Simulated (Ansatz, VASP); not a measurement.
## Two plane-wave programs on AgRh

Contents of INCAR:

```
  PREC = Accurate
  ENCUT = 520
  EDIFF = 1E-6
  ISMEAR = -1
  SIGMA = 0.05
  LREAL = False
  LASPH = True
  NELM = 150
  ALGO = Normal
  ISIF = 2
  LWAVE = False
  LCHARG = True
  ISPIN = 2
  MAGMOM = 0 1
  LORBIT = 11
  LMAXMIX = 4
  GGA = PE
  LELF = True
  LVHAR = True
  NBANDS = 24
```

Contents of KPOINTS:

```
Automatic mesh
0
Gamma
  14 14 7
```

Contents of POSCAR:

```
AgRh
1.0
    2.8141396046      0.0000000000      0.0000000000
   -1.4070698023      2.4371163874      0.0000000000
    0.0000000000      0.0000000000      4.8718803355
Ag Rh
1 1
Direct
    0.0000000000      0.0000000000      0.5000000000
    0.6666666667      0.3333333333      0.0000000000
```

Input for Ansatz:

```yaml
crystal:
  lattice:
    - [2.8141396046, 0.0, 0.0]
    - [-1.4070698023, 2.4371163874, 0.0]
    - [0.0, 0.0, 4.8718803355]
  atoms:
    - { symbol: Ag, position: [0.0, 0.0, 0.5] }
    - { symbol: Rh, position: [0.6666666667, 0.3333333333, 0.0], spin: 1.0 }
magnetization:
  spin_polarized: true
kpoints:
  mp_grid: { grid: [14, 14, 7] }
scf:
  occupations: { method: fermi_dirac, width: 0.05 }
hamiltonian:
  xc: pbe
  pseudopotentials: { kind: paw }
output:
  forces: true
  stress: true
  eigenvalues: true
  populations: true
```

Change from the starting cell: volume scaled by 1.04, PAW files.

Alike in both runs: task single point; functional PBE; k mesh 14 × 14 × 7; occupations fermi-dirac, width 0.05 eV; collinear spin.

|  | VASP | Ansatz |
| --- | --- | --- |
| version | VASP 6.6.1 | Ansatz 0.2.0 |
| potentials or method | VASP PAW PBE potentials, release 64 (Ag, Rh_pv) | PAW with Ansatz's default frozen-core files, scalar-relativistic |
| plane-wave cutoff (eV) | 520 | 420 |
| valence electrons in the cell | 26 | 36 |

```tsv
	VASP	Ansatz	Ansatz less VASP
pressure (GPa)	-7.2	-7.1	+0.10
traceless stress, the component that is largest in VASP (GPa)	0.25	0.24	-0.013
net moment per atom (μB)	0.24	0.24	-0.001
size of the moment on the site where the two differ most (μB)	0.48	0.47	-0.008
```

Site moments also hang on the region over which each program counts them. VASP's potentials hold 26 valence electrons a cell and Ansatz's 36, so a difference there can come from the potentials and not from the codes.
